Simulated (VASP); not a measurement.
## Al: single point with PBE

Crystal: Al.

```
Al
1.0
    -1.60117    1.60117    1.60117
     1.60117   -1.60117    1.60117
     1.60117    1.60117   -1.60117
Al
1
Direct
  0.00000 0.00000 0.00000
```

This cell differs from its parent crystal: volume scaled by 0.97.

```yaml
Program: VASP 6.6.1
Task: single point
Functional: PBE
Potentials_or_basis: VASP PAW PBE potentials, release 64 (Al)
Cutoff: 520 eV
k_mesh: 18 × 18 × 18
Occupations: gaussian, width 0.1 eV
Spin: no spin polarisation
Dipole_correction: no
Further_INCAR_settings: ALGO = Normal; EDIFF = 1e-07; NBANDS = 8
```

- Pressure: 2.3 GPa

Levels at points of the mesh, in eV from the Fermi level:
```tsv
k point	band 1	band 2	band 3	band 4	band 5
(0.00, 0.00, 0.00)	-11.18	13.28	13.28	13.28	14.76
(0.50, 0.00, 0.00)	-4.35	-3.88	8.19	8.27	10.00
(0.50, 0.50, 0.50)	1.86	1.86	1.86	2.97	2.97
```

It took 8.2 s on 1 thread of Intel Xeon 6975P-C, on a shared host, peak memory 0.15 GiB.
